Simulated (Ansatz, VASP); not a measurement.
## Hf3Si2F: VASP beside Ansatz

```
Hf Si F
1.0
    -2.58046    2.58046    4.62497
     2.58046   -2.58046    4.62497
     2.58046    2.58046   -4.62497
Hf Si F
3 2 1
Cartesian
  0.0000 2.5805 2.3125
  2.5805 0.0000 2.3125
  0.0000 0.0000 0.0000
  0.0000 0.0000 2.8298
  0.0000 0.0000 6.4201
  0.0000 0.0000 4.6250
```

Alike in both runs: task relaxation of cell and atoms; functional PBE; k mesh 10 × 10 × 10; occupations gaussian, width 0.1 eV; no spin polarisation.

|  | VASP | Ansatz |
| --- | --- | --- |
| version | VASP 6.6.1 | Ansatz 0.2.0 |
| potentials or method | VASP PAW PBE potentials, release 64 (Hf_pv, Si, F), cutoff 600 eV | scalar-relativistic, plane waves, PAW |
| valence electrons in the cell | 45 | 93 |

```tsv
	VASP	Ansatz	Ansatz less VASP
gap on the k mesh at the Fermi level, each at its own relaxed structure (eV)	none	none	-
relaxed volume (Å³/atom)	20.52	20.55	+0.029
relaxed length of the cell vector where the two differ most in proportion (Å)	5.888	5.894	+0.0062
```

A gap of «none» marks a metal or a gap that the smearing closes. VASP's potentials hold 45 valence electrons a cell and Ansatz's 93, so a difference there can come from the potentials and not from the codes.

Neither program's run includes spin-orbit coupling.
